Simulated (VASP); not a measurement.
# Hf (P6_3/mmc) in VASP: notebook

Aim: see how the results for Hf move with the level of theory and the settings. Levels: LDA, RPBE. Tasks: single point.

All numbers are computed with VASP 6.6.1; they aren't measurements. Logs are shortened: lines on timing, memory, paths and dates and some standing lists are left out, and cuts for length are marked.

### Step 1. The cell of the first run

It takes space group P6_3/mmc (No. 194, hexagonal). Conventional cell: a = 3.197 Å, b = 3.197 Å, c = 5.058 Å, α = 90.00°, β = 90.00°, γ = 120.00°. Hf (site symmetry -6m2) has 12 Hf at 3.13 to 3.20 Å within 4.1 Å.

### Step 2. Single point, LDA

Contents of INCAR:

```
PREC     = Accurate       # precision mode
ENCUT    = 520            # plane-wave cutoff, eV
EDIFF    = 1E-6           # SCF threshold, eV
ISMEAR   = -1             # smearing method
SIGMA    = 0.05           # smearing width, eV
LREAL    = False          # projectors in reciprocal space
LASPH    = True           # aspherical terms in the spheres
NELM     = 60             # most SCF steps
ALGO     = Normal         # electronic algorithm
ISIF     = 2              # what is computed and relaxed
LWAVE    = False          # write WAVECAR
LCHARG   = False          # write CHGCAR
NBANDS   = 17             # bands
```

Contents of KPOINTS:

```
regular mesh
0
Gamma
  10 10 5
```

Contents of POSCAR:

```
Hf
1.0
    3.1967000000      0.0000000000      0.0000000000
   -1.5983500000      2.7684234083      0.0000000000
    0.0000000000      0.0000000000      5.0578000000
Hf
2
Direct
    0.6666666667      0.3333333333      0.7500000000
    0.3333333333      0.6666666667      0.2500000000
```

Potentials or basis: VASP PAW LDA potentials, release 64 (Hf_pv).

Launch:

```
$ cat potpaw_LDA.64/Hf_pv/POTCAR > POTCAR
$ mpirun -np 1 vasp_std > vasp.out
```

OUTCAR:

```text
PREC = Accurate
   ENCUT = 520
   EDIFF = 1E-6
   ISMEAR = -1
   LREAL = False
   LASPH = True
   NELM = 60
   ISIF = 2

 ion  position               nearest neighbor table
   1  0.667  0.333  0.750-   2 3.13   2 3.13   2 3.13   2 3.13   2 3.13   2 3.13
   2  0.333  0.667  0.250-   1 3.13   1 3.13   1 3.13   1 3.13   1 3.13   1 3.13

  LATTYP: Found a hexagonal cell.
 ALAT       =     3.1967000000
 C/A-ratio  =     1.5821941377

  Lattice vectors:

 A1 = (   3.1967000000,   0.0000000000,   0.0000000000)
 A2 = (  -1.5983500000,   2.7684234083,   0.0000000000)
 A3 = (   0.0000000000,   0.0000000000,   5.0578000000)

Analysis of symmetry for initial positions (statically):
=====================================================================
 Subroutine PRICEL returns:
 Original cell was already a primitive cell.

 Routine SETGRP: Setting up the symmetry group for a
 hexagonal supercell.

 Subroutine GETGRP returns: Found 24 space group operations
 (whereof 12 operations were pure point group operations)
 out of a pool of 24 trial point group operations.

The static configuration has the point symmetry D_3d.
 The point group associated with its full space group is D_6h.

Analysis of symmetry for dynamics (positions and initial velocities):
=====================================================================
 Subroutine PRICEL returns:
 Original cell was already a primitive cell.

 Routine SETGRP: Setting up the symmetry group for a
 hexagonal supercell.

 Subroutine GETGRP returns: Found 24 space group operations
 (whereof 12 operations were pure point group operations)
 out of a pool of 24 trial point group operations.

The dynamic configuration has the point symmetry D_3d.
 The point group associated with its full space group is D_6h.

 Subroutine INISYM returns: Found 24 space group operations
 (whereof 12 operations are pure point group operations),
 and found     1 'primitive' translations

----------------------------------------------------------------------------------------

                                     Primitive cell

  volume of cell :      44.7606

  direct lattice vectors                    reciprocal lattice vectors
     3.196700000  0.000000000  0.000000000     0.312822598  0.180608211  0.000000000
    -1.598350000  2.768423408  0.000000000     0.000000000  0.361216423  0.000000000
     0.000000000  0.000000000  5.057800000     0.000000000  0.000000000  0.197714421

  length of vectors
     3.196700000  3.196700000  5.057800000     0.361216423  0.361216423  0.197714421

  position of ions in fractional coordinates (direct lattice)
     0.666666667  0.333333333  0.750000000
     0.333333333  0.666666667  0.250000000

  ion indices of the primitive-cell ions
   primitive index   ion index
                 1           1
                 2           2

----------------------------------------------------------------------------------------

 KPOINTS: regular mesh

Automatic generation of k-mesh.
 Grid dimensions read from file:
 generate k-points for:   10   10    5

 Generating k-lattice:

  Cartesian coordinates                     Fractional coordinates (reciprocal lattice)
     0.031282260  0.018060821  0.000000000     0.100000000 -0.000000000  0.000000000
     0.000000000  0.036121642  0.000000000     0.000000000  0.100000000  0.000000000
     0.000000000  0.000000000  0.039542884     0.000000000  0.000000000  0.200000000

  Length of vectors
     0.036121642  0.036121642  0.039542884

  Shift w.r.t. Gamma in fractional coordinates (k-lattice)
     0.000000000  0.000000000  0.000000000

 Subroutine IBZKPT returns following result:
 ===========================================

 Found     42 irreducible k-points:

 Following reciprocal coordinates:
            Coordinates               Weight
  0.000000  0.000000  0.000000      1.000000
  0.100000  0.000000  0.000000      6.000000
  0.200000  0.000000  0.000000      6.000000
  0.300000  0.000000  0.000000      6.000000
  0.400000  0.000000  0.000000      6.000000
  0.500000  0.000000  0.000000      3.000000
[... 16 lines left out ...]
  0.300000  0.100000  0.200000     24.000000
  0.400000  0.100000  0.200000     24.000000
 [... further k-points ...]
   k-points           NKPTS =     42   k-points in BZ     NKDIM =     42   number of bands    NBANDS=     17
   number of dos      NEDOS =    301   number of ions     NIONS =      2
   total plane-waves  NPLWV =  23040
   dimension x,y,z NGX =    24 NGY =   24 NGZ =   40
   dimension x,y,z NGXF=    48 NGYF=   48 NGZF=   80
   ions per type =               2
   NGX,Y,Z   is equivalent  to a cutoff of  12.48, 12.48, 13.15 a.u.
   NGXF,Y,Z  is equivalent  to a cutoff of  24.96, 24.96, 26.30 a.u.
 SYSTEM =  unknown system
   PREC   = accura    normal or accurate (medium, high low for compatibility)
   ISTART =      0    job   : 0-new  1-cont  2-samecut
   ICHARG =      2    charge: 1-file 2-atom 10-const
   ISPIN  =      1    spin polarized calculation?
   LNONCOLLINEAR =      F non collinear calculations
   LSORBIT =      F    spin-orbit coupling
   LASPH  =      T    aspherical Exc in radial PAW
   ENCUT  =  520.0 eV  38.22 Ry    6.18 a.u.   5.94  5.94  9.40*2*pi/ulx,y,z
   NELM   =     60;   NELMIN=  2; NELMDL= -5     # of ELM steps
   EDIFF  = 0.1E-05   stopping-criterion for ELM
   LREAL  =      F    real-space projection
   EDIFFG = 0.1E-04   stopping-criterion for IOM
   NSW    =      0    number of steps for IOM
   IBRION =     -1    ionic relax: 0-MD 1-quasi-New 2-CG
   NFREE  =      0    steps in history (QN), initial steepest desc. (CG)
   ISIF   =      2    stress and relaxation
   ISYM   =      2    0-nonsym 1-usesym 2-fastsym
   POTIM  = 0.5000    time-step for ionic-motion
   TEBEG  =    0.0;   TEEND  =   0.0 temperature during run
   PSTRESS=    0.0 pullay stress
   NELECT =      20.0000    total number of electrons
   NUPDOWN=      -1.0000    fix difference up-down
   EMIN   =  10.00;   EMAX   =-10.00  energy-range for DOS
   EFERMI =   0.00;   METHOD = LEGACY
   ISMEAR =    -1;   SIGMA  =   0.05  broadening in eV -4-tet -1-fermi 0-gaus
   EFERMI_NEDOS =   21; number of points for ismear=-14 and -15
   IALGO  =     38    algorithm
   IMIX   =      4    mixing-type and parameters
     AMIX     =   0.40;   BMIX     =  1.00
     AMIX_MAG =   1.60;   BMIX_MAG =  1.00
  volume/ion in A,a.u.               =      22.38       151.03
  Fermi-wavevector in a.u.,A,eV,Ry     =   1.251563  2.365112 21.312311  1.566411
  Thomas-Fermi vector in A             =   2.385505
   LORBIT       =      0    0 simple, 1 ext, 2 COOP (PROOUT), +10 PAW based schemes
   GGA     = CA    functional components
   LHFCALC =     F    Hartree Fock is set to
   AEXX    =    0.0000 exact exchange contribution
   IVDW    =     0    specifies the selected vdW correction
   LEPSILON=     F    determine dielectric tensor
   LRPA    =     F    only Hartree local field effects (RPA)
 non-spin polarized calculation
  energy-cutoff  :      520.00
  volume of cell :       44.76
 maximum number of plane-waves:      1220
 NGX is ok and might be reduce to    24
   NGX = 11   NGY = 11   NGZ = 19

 number of electron      20.0000004 magnetization

 Free energy of the ion-electron system (eV)
  ---------------------------------------------------
  ext. energy  EPLUGINS =         0.00000000
  ---------------------------------------------------
  free energy    TOTEN  =       -21.32025196 eV

  energy without entropy =      -21.30977928  energy(sigma->0) =      -21.31501562

 E-fermi :   4.7650     XC(G=0): -11.4692

 val. band max:        4.7347041711   @ k =   0.1000   0.1000   0.2000
 cond. band min:       4.7680695047   @ k =   0.0000   0.0000   0.4000
 fundamental gap:      0.0333653336
 Fermi energy:         4.7650139902

 k-point     1 :       0.0000    0.0000    0.0000
  band No.  band energies     occupation
      1     -26.1529      2.00000
      2     -25.3921      2.00000
      3     -25.3921      2.00000
      4     -25.2679      2.00000
      5     -25.2613      2.00000
      6     -25.2613      2.00000
[... 9 lines left out ...]
     16       7.3228      0.00000
     17      10.0271      0.00000

 k-point     2 :       0.1000    0.0000    0.0000
  band No.  band energies     occupation
      1     -26.1267      2.00000
      2     -25.4477      2.00000
      3     -25.4107      2.00000
      4     -25.3199      2.00000
      5     -25.2800      2.00000
      6     -25.2688      2.00000
[... 9 lines left out ...]
     16       7.0529      0.00000
     17      10.2428      0.00000

 k-point     3 :       0.2000    0.0000    0.0000
  band No.  band energies     occupation
      1     -26.0532      2.00000
      2     -25.5934      2.00000
      3     -25.4678      2.00000
      4     -25.4574      2.00000
      5     -25.3168      2.00000
      6     -25.2903      2.00000
[... 9 lines left out ...]
     16       7.7520      0.00000
     17      10.6370      0.00000

 k-point     4 :       0.3000    0.0000    0.0000
  band No.  band energies     occupation
      1     -25.9474      2.00000
      2     -25.7733      2.00000
      3     -25.6408      2.00000
      4     -25.5123      2.00000
      5     -25.3768      2.00000
      6     -25.3189      2.00000
[... 9 lines left out ...]
     16       8.9185      0.00000
     17      10.9403      0.00000
[... 343 lines left out ...]
      1     -25.9678      2.00000
      2     -25.6705      2.00000
      3     -25.6162      2.00000
      4     -25.4856      2.00000
      5     -25.3594      2.00000
      6     -25.3402      2.00000
[... 9 lines left out ...]
     16       8.7163      0.00000
     17      10.4990      0.00000

 k-point    23 :       0.3000    0.1000    0.2000
  band No.  band energies     occupation
      1     -25.9570      2.00000
      2     -25.8072      2.00000
      3     -25.6881      2.00000
      4     -25.5436      2.00000
      5     -25.4157      2.00000
      6     -25.3725      2.00000
[... 9 lines left out ...]
     16       9.6167      0.00000
     17      10.8122      0.00000

 k-point    24 :       0.4000    0.1000    0.2000
  band No.  band energies     occupation
      1     -26.0034      2.00000
      2     -25.8737      2.00000
      3     -25.6871      2.00000
      4     -25.5648      2.00000
      5     -25.4687      2.00000
      6     -25.3953      2.00000
[... 9 lines left out ...]
     16      10.6412      0.00000
     17      11.4550      0.00000

 [... further k-points ...]
[... 5 lines left out ...]
  --------------------------------------------------------------------------------------
  -------------------------------------------------------------------------------------
  Total       -2.1336903     -2.1336903     -2.2646095      0.0000000      0.0000000     -0.0000000
  in kB      -76.3740658    -76.3740658    -81.0602368      0.0000000      0.0000000     -0.0000000
  external PRESSURE =     -77.9361228 kB  Pullay stress =       0.0000000 kB

 VOLUME and BASIS-vectors are now :
 -----------------------------------------------------------------------------
  energy-cutoff  :      520.00
  volume of cell :       44.76
      direct lattice vectors                 reciprocal lattice vectors
     3.196700000  0.000000000  0.000000000     0.312822598  0.180608211  0.000000000
    -1.598350000  2.768423408  0.000000000     0.000000000  0.361216423  0.000000000
     0.000000000  0.000000000  5.057800000     0.000000000  0.000000000  0.197714421

 POSITION                                       TOTAL-FORCE (eV/Angst)
 -----------------------------------------------------------------------------------
      1.59835      0.92281      3.79335         0.000000      0.000000      0.000000
     -0.00000      1.84562      1.26445         0.000000     -0.000000      0.000000
 -----------------------------------------------------------------------------------
    total drift:                               -0.000000      0.000000     -0.000000

  FREE ENERGIE OF THE ION-ELECTRON SYSTEM (eV)
  ---------------------------------------------------
  free  energy   TOTEN  =       -21.3202519555 eV

  energy  without entropy=      -21.3097792813  energy(sigma->0) =      -21.31501562
```

It took 12 s on 1 thread of Intel Xeon Platinum 8488C (Sapphire Rapids), shared host; peak memory 0.16 GiB.

What came out:

```yaml
Free_energy: -21.3203 eV
Pressure: -7.8 GPa
Band_gap_on_the_k_mesh: zero (band 10 reaches 5.90 eV, above the bottom of band 11 at 4.45 eV)
```

Levels at points of the mesh, in eV from the Fermi level:
```tsv
k point	band 7	band 8	band 9	band 10	band 11	band 12	band 13	band 14
(0.00, 0.00, 0.00)	-7.29	-3.68	0.82	1.13	1.13	1.40	1.94	1.94
(0.50, 0.00, 0.00)	-3.31	-2.73	-2.21	-0.68	0.73	0.88	1.67	5.81
```

Caveat: spin-orbit coupling is left out, which moves the levels of the heavy elements.

### Step 3. Single point, RPBE

Contents of INCAR:

```
  ALGO = Normal
  EDIFF = 1E-7
  ENCUT = 520
  GGA = RP
  ISIF = 2
  ISMEAR = -1
  LASPH = True
  LCHARG = True
  LELF = True
  LREAL = False
  LVHAR = True
  LWAVE = False
  NBANDS = 17
  NELM = 100
  PREC = Accurate
  SIGMA = 0.05
```

Contents of KPOINTS:

```
k-points
0
Gamma
  10 10 5
```

POSCAR is that of step 2.

Potentials or basis: VASP PAW PBE potentials, release 64 (Hf_pv).

Launch:

```
$ cat potpaw_PBE.64/Hf_pv/POTCAR > POTCAR
$ mpirun -np 1 vasp_std > vasp.out
```

Run time: 14 s. Hardware: 1 thread of Intel Xeon Platinum 8488C (Sapphire Rapids), shared host; peak memory 0.17 GiB.

It converged, with:

```yaml
Free_energy: -19.0051 eV
Pressure: 3.0 GPa
Band_gap_on_the_k_mesh: zero (band 10 reaches 6.23 eV, above the bottom of band 11 at 4.70 eV)
```

Stress tensor (GPa, compression positive):
```
3.11 0.00 0.00
0.00 3.11 0.00
0.00 0.00 2.68
```

Levels at points of the mesh, in eV from the Fermi level:
```csv
k point,band 7,band 8,band 9,band 10,band 11,band 12,band 13,band 14
"(0.00, 0.00, 0.00)",-7.38,-3.69,0.60,1.21,1.21,1.49,2.03,2.03
"(0.50, 0.00, 0.00)",-3.34,-2.73,-2.22,-0.82,0.83,0.88,1.70,5.92
```

Caveat: the PAW data sets were made with another functional, which shifts forces and pressure a little; spin-orbit coupling is left out, which moves the levels of the heavy elements.
